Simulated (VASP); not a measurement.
# ZrInF3 (Pm-3m) in VASP: single point with PBE

Aim: the single point of ZrInF3 with PBE.

All numbers are computed with VASP 6.6.1; they aren't measurements. Logs are shortened: lines on timing, memory, paths and dates and some standing lists are left out, and cuts for length are marked.

### Step 1. The cell of the first run

The structure is cubic, space group Pm-3m (No. 221). Conventional cell: a = 4.472 Å, b = 4.472 Å, c = 4.472 Å, α = 90.00°, β = 90.00°, γ = 90.00°. Zr (site symmetry m-3m) has 6 F at 2.24 Å within 3.0 Å. In (site symmetry m-3m) has 12 F at 3.16 Å and 8 Zr at 3.87 Å within 4.2 Å. Within 3.0 Å of F (site symmetry 4/mmm) lie 2 Zr at 2.24 Å.

### Step 2. Single point, PBE

File INCAR:

```
SYSTEM = ZrInF3
PREC = Accurate
ENCUT = 520
EDIFF = 1E-6
ISMEAR = 0
SIGMA = 0.1
LREAL = .False.
LASPH = .True.
NELM = 60
ALGO = Normal
ISIF = 2
LWAVE = .False.
LCHARG = .False.
GGA = PE
NBANDS = 31
```

File KPOINTS:

```
regular mesh
0
Gamma
  4 4 4
  0 0 0
```

File POSCAR:

```
ZrInF3
1.0
    4.4723880300      0.0000000000      0.0000000000
    0.0000000000      4.4723880300      0.0000000000
    0.0000000000      0.0000000000      4.4723880300
Zr In F
1 1 3
Direct
    0.0000000000      0.0000000000      0.0000000000
    0.5000000000      0.5000000000      0.5000000000
    0.5000000000      0.0000000000      0.0000000000
    0.0000000000      0.5000000000      0.0000000000
    0.0000000000      0.0000000000      0.5000000000
```

Potentials or basis: VASP PAW PBE potentials, release 64 (Zr_sv, In_d, F).

The run is started by

```console
cat potpaw_PBE.64/Zr_sv/POTCAR potpaw_PBE.64/In_d/POTCAR potpaw_PBE.64/F/POTCAR > POTCAR
mpirun -np 1 vasp_std > vasp.out
```

OUTCAR:

```text
SYSTEM = ZrInF3
   PREC = Accurate
   ENCUT = 520
   EDIFF = 1E-6
   ISMEAR = 0
   LREAL = .False.
   LASPH = .True.
   NELM = 60
   ISIF = 2
   GGA = PE

 ion  position               nearest neighbor table
   1  0.000  0.000  0.000-   3 2.24   4 2.24   5 2.24   5 2.24   4 2.24   3 2.24   2 3.87   2 3.87
                             2 3.87   2 3.87   2 3.87   2 3.87   2 3.87   2 3.87
   2  0.500  0.500  0.500-   1 3.87   1 3.87   1 3.87   1 3.87   1 3.87   1 3.87   1 3.87   1 3.87

   3  0.500  0.000  0.000-   1 2.24   1 2.24
   4  0.000  0.500  0.000-   1 2.24   1 2.24
   5  0.000  0.000  0.500-   1 2.24   1 2.24

  LATTYP: Found a simple cubic cell.
 ALAT       =     4.4723880300

  Lattice vectors:

 A1 = (   4.4723880300,   0.0000000000,   0.0000000000)
 A2 = (   0.0000000000,   4.4723880300,   0.0000000000)
 A3 = (   0.0000000000,   0.0000000000,   4.4723880300)

Analysis of symmetry for initial positions (statically):
=====================================================================
 Subroutine PRICEL returns:
 Original cell was already a primitive cell.

 Routine SETGRP: Setting up the symmetry group for a
 simple cubic supercell.

 Subroutine GETGRP returns: Found 48 space group operations
 (whereof 48 operations were pure point group operations)
 out of a pool of 48 trial point group operations.

The static configuration has the point symmetry O_h .

Analysis of symmetry for dynamics (positions and initial velocities):
=====================================================================
 Subroutine PRICEL returns:
 Original cell was already a primitive cell.

 Routine SETGRP: Setting up the symmetry group for a
 simple cubic supercell.

 Subroutine GETGRP returns: Found 48 space group operations
 (whereof 48 operations were pure point group operations)
 out of a pool of 48 trial point group operations.

The dynamic configuration has the point symmetry O_h .

 Subroutine INISYM returns: Found 48 space group operations
 (whereof 48 operations are pure point group operations),
 and found     1 'primitive' translations

----------------------------------------------------------------------------------------

                                     Primitive cell

  volume of cell :      89.4578

  direct lattice vectors                    reciprocal lattice vectors
     4.472388030  0.000000000  0.000000000     0.223594195  0.000000000  0.000000000
     0.000000000  4.472388030  0.000000000     0.000000000  0.223594195  0.000000000
     0.000000000  0.000000000  4.472388030     0.000000000  0.000000000  0.223594195

  length of vectors
     4.472388030  4.472388030  4.472388030     0.223594195  0.223594195  0.223594195

  position of ions in fractional coordinates (direct lattice)
     0.000000000  0.000000000  0.000000000
     0.500000000  0.500000000  0.500000000
     0.500000000  0.000000000  0.000000000
     0.000000000  0.500000000  0.000000000
     0.000000000  0.000000000  0.500000000

  ion indices of the primitive-cell ions
   primitive index   ion index
                 1           1
                 2           2
                 3           3
                 4           4
                 5           5

----------------------------------------------------------------------------------------

 KPOINTS: regular mesh

Automatic generation of k-mesh.
 Grid dimensions read from file:
 generate k-points for:    4    4    4

 Generating k-lattice:

  Cartesian coordinates                     Fractional coordinates (reciprocal lattice)
     0.055898549  0.000000000  0.000000000     0.250000000  0.000000000  0.000000000
     0.000000000  0.055898549  0.000000000     0.000000000  0.250000000  0.000000000
     0.000000000  0.000000000  0.055898549     0.000000000  0.000000000  0.250000000

  Length of vectors
     0.055898549  0.055898549  0.055898549

  Shift w.r.t. Gamma in fractional coordinates (k-lattice)
     0.000000000  0.000000000  0.000000000

 Subroutine IBZKPT returns following result:
 ===========================================

 Found     10 irreducible k-points:

 Following reciprocal coordinates:
            Coordinates               Weight
  0.000000  0.000000  0.000000      1.000000
  0.250000  0.000000  0.000000      6.000000
  0.500000  0.000000  0.000000      3.000000
  0.250000  0.250000  0.000000     12.000000
  0.500000  0.250000  0.000000     12.000000
  0.500000  0.500000  0.000000      3.000000
  0.250000  0.250000  0.250000      8.000000
  0.500000  0.250000  0.250000     12.000000
  0.500000  0.500000  0.250000      6.000000
  0.500000  0.500000  0.500000      1.000000
   k-points           NKPTS =     10   k-points in BZ     NKDIM =     10   number of bands    NBANDS=     31
   number of dos      NEDOS =    301   number of ions     NIONS =      5
   total plane-waves  NPLWV =  46656
   dimension x,y,z NGX =    36 NGY =   36 NGZ =   36
   dimension x,y,z NGXF=    72 NGYF=   72 NGZF=   72
   ions per type =               1   1   3
   NGX,Y,Z   is equivalent  to a cutoff of  13.38, 13.38, 13.38 a.u.
   NGXF,Y,Z  is equivalent  to a cutoff of  26.76, 26.76, 26.76 a.u.
 SYSTEM =  ZrInF3
   PREC   = accura    normal or accurate (medium, high low for compatibility)
   ISTART =      0    job   : 0-new  1-cont  2-samecut
   ICHARG =      2    charge: 1-file 2-atom 10-const
   ISPIN  =      1    spin polarized calculation?
   LNONCOLLINEAR =      F non collinear calculations
   LSORBIT =      F    spin-orbit coupling
   LASPH  =      T    aspherical Exc in radial PAW
   ENCUT  =  520.0 eV  38.22 Ry    6.18 a.u.   8.32  8.32  8.32*2*pi/ulx,y,z
   NELM   =     60;   NELMIN=  2; NELMDL= -5     # of ELM steps
   EDIFF  = 0.1E-05   stopping-criterion for ELM
   LREAL  =      F    real-space projection
   EDIFFG = 0.1E-04   stopping-criterion for IOM
   NSW    =      0    number of steps for IOM
   IBRION =     -1    ionic relax: 0-MD 1-quasi-New 2-CG
   NFREE  =      0    steps in history (QN), initial steepest desc. (CG)
   ISIF   =      2    stress and relaxation
   ISYM   =      2    0-nonsym 1-usesym 2-fastsym
   POTIM  = 0.5000    time-step for ionic-motion
   TEBEG  =    0.0;   TEEND  =   0.0 temperature during run
   PSTRESS=    0.0 pullay stress
   NELECT =      46.0000    total number of electrons
   NUPDOWN=      -1.0000    fix difference up-down
   EMIN   =  10.00;   EMAX   =-10.00  energy-range for DOS
   EFERMI =   0.00;   METHOD = LEGACY
   ISMEAR =     0;   SIGMA  =   0.10  broadening in eV -4-tet -1-fermi 0-gaus
   EFERMI_NEDOS =   21; number of points for ismear=-14 and -15
   IALGO  =     38    algorithm
   IMIX   =      4    mixing-type and parameters
     AMIX     =   0.40;   BMIX     =  1.00
     AMIX_MAG =   1.60;   BMIX_MAG =  1.00
  volume/ion in A,a.u.               =      17.89       120.74
  Fermi-wavevector in a.u.,A,eV,Ry     =   1.311559  2.478488 23.404579  1.720188
  Thomas-Fermi vector in A             =   2.442012
   LORBIT       =      0    0 simple, 1 ext, 2 COOP (PROOUT), +10 PAW based schemes
   GGA     = PE    functional components
   LHFCALC =     F    Hartree Fock is set to
   AEXX    =    0.0000 exact exchange contribution
   IVDW    =     0    specifies the selected vdW correction
   LEPSILON=     F    determine dielectric tensor
   LRPA    =     F    only Hartree local field effects (RPA)
 non-spin polarized calculation
 Gauss-broadening in eV      SIGMA  =   0.10
  energy-cutoff  :      520.00
  volume of cell :       89.46
 maximum number of plane-waves:      2469
 NGX is ok and might be reduce to    36
   NGX = 17   NGY = 17   NGZ = 17

 number of electron      46.0000011 magnetization

 Free energy of the ion-electron system (eV)
  ---------------------------------------------------
  ext. energy  EPLUGINS =         0.00000000
  ---------------------------------------------------
  free energy    TOTEN  =       -27.50116480 eV

  energy without entropy =      -27.45504391  energy(sigma->0) =      -27.47810436

 E-fermi :   6.3090     XC(G=0):  -9.5761

 val. band max:        6.2639731006   @ k =   0.2500   0.2500   0.0000
 cond. band min:       6.3095548545   @ k =   0.2500   0.2500   0.2500
 fundamental gap:      0.0455817539
 Fermi energy:         6.3090269638

 k-point     1 :       0.0000    0.0000    0.0000
  band No.  band energies     occupation
      1     -44.9647      2.00000
      2     -23.0099      2.00000
      3     -23.0099      2.00000
      4     -23.0099      2.00000
      5     -19.8408      2.00000
      6     -19.7284      2.00000
[... 23 lines left out ...]
     30       8.9195      0.00000
     31      10.7531      0.00000

 k-point     2 :       0.2500    0.0000    0.0000
  band No.  band energies     occupation
      1     -44.9638      2.00000
      2     -23.2028      2.00000
      3     -23.0088      2.00000
      4     -23.0088      2.00000
      5     -19.8046      2.00000
      6     -19.7268      2.00000
[... 23 lines left out ...]
     30       9.1634      0.00000
     31      11.6727      0.00000

 k-point     3 :       0.5000    0.0000    0.0000
  band No.  band energies     occupation
      1     -44.9630      2.00000
      2     -23.3694      2.00000
      3     -23.0076      2.00000
      4     -23.0076      2.00000
      5     -19.7984      2.00000
      6     -19.7252      2.00000
[... 23 lines left out ...]
     30       9.6301      0.00000
     31      12.6110      0.00000

 k-point     4 :       0.2500    0.2500    0.0000
  band No.  band energies     occupation
      1     -44.9630      2.00000
      2     -23.2023      2.00000
      3     -23.2006      2.00000
      4     -23.0076      2.00000
      5     -19.7669      2.00000
      6     -19.4513      2.00000
[... 159 lines left out ...]
     30      10.0751      0.00000
     31      12.1791      0.00000

 k-point     9 :       0.5000    0.5000    0.2500
  band No.  band energies     occupation
      1     -44.9604      2.00000
      2     -23.3651      2.00000
      3     -23.3651      2.00000
      4     -23.1975      2.00000
      5     -19.4342      2.00000
      6     -19.1291      2.00000
[... 23 lines left out ...]
     30      10.6061      0.00000
     31      11.4231      0.00000

 k-point    10 :       0.5000    0.5000    0.5000
  band No.  band energies     occupation
      1     -44.9595      2.00000
      2     -23.3638      2.00000
      3     -23.3638      2.00000
      4     -23.3638      2.00000
      5     -19.1288      2.00000
      6     -19.1288      2.00000
[... 23 lines left out ...]
     30      10.6186      0.00000
     31      11.3453      0.00000

------------------------ aborting loop because EDIFF is reached ----------------------------------------

  FORCE on cell =-STRESS in cart. coord.  units (eV):
  Direction    XX          YY          ZZ          XY          YZ          ZX
  --------------------------------------------------------------------------------------
  -------------------------------------------------------------------------------------
  Total       -1.6487186     -1.6487186     -1.6487186      0.0000000      0.0000000     -0.0000000
  in kB      -29.5283174    -29.5283174    -29.5283174      0.0000000      0.0000000     -0.0000000
  external PRESSURE =     -29.5283174 kB  Pullay stress =       0.0000000 kB

 VOLUME and BASIS-vectors are now :
 -----------------------------------------------------------------------------
  energy-cutoff  :      520.00
  volume of cell :       89.46
      direct lattice vectors                 reciprocal lattice vectors
     4.472388030  0.000000000  0.000000000     0.223594195  0.000000000  0.000000000
     0.000000000  4.472388030  0.000000000     0.000000000  0.223594195  0.000000000
     0.000000000  0.000000000  4.472388030     0.000000000  0.000000000  0.223594195

 POSITION                                       TOTAL-FORCE (eV/Angst)
 -----------------------------------------------------------------------------------
      0.00000      0.00000      0.00000         0.000000      0.000000      0.000000
      2.23619      2.23619      2.23619         0.000000      0.000000      0.000000
      2.23619      0.00000      0.00000         0.000000      0.000000      0.000000
      0.00000      2.23619      0.00000         0.000000      0.000000      0.000000
      0.00000      0.00000      2.23619         0.000000      0.000000      0.000000
 -----------------------------------------------------------------------------------
    total drift:                                0.000000      0.000000     -0.000000

  FREE ENERGIE OF THE ION-ELECTRON SYSTEM (eV)
  ---------------------------------------------------
  free  energy   TOTEN  =       -27.5011648031 eV

  energy  without entropy=      -27.4550439146  energy(sigma->0) =      -27.47810436
```

It took 22 s on 1 thread of Intel Xeon Platinum 8488C (Sapphire Rapids), shared host; peak memory 0.2 GiB.

Results:

```
Free energy            : -27.5012 eV
Pressure               : -3.0 GPa
Band gap on the k mesh : zero (band 23 reaches 6.90 eV, above the bottom of band 24 at 6.00 eV)
```

Caveat: spin-orbit coupling is left out, which moves the levels of the heavy elements.
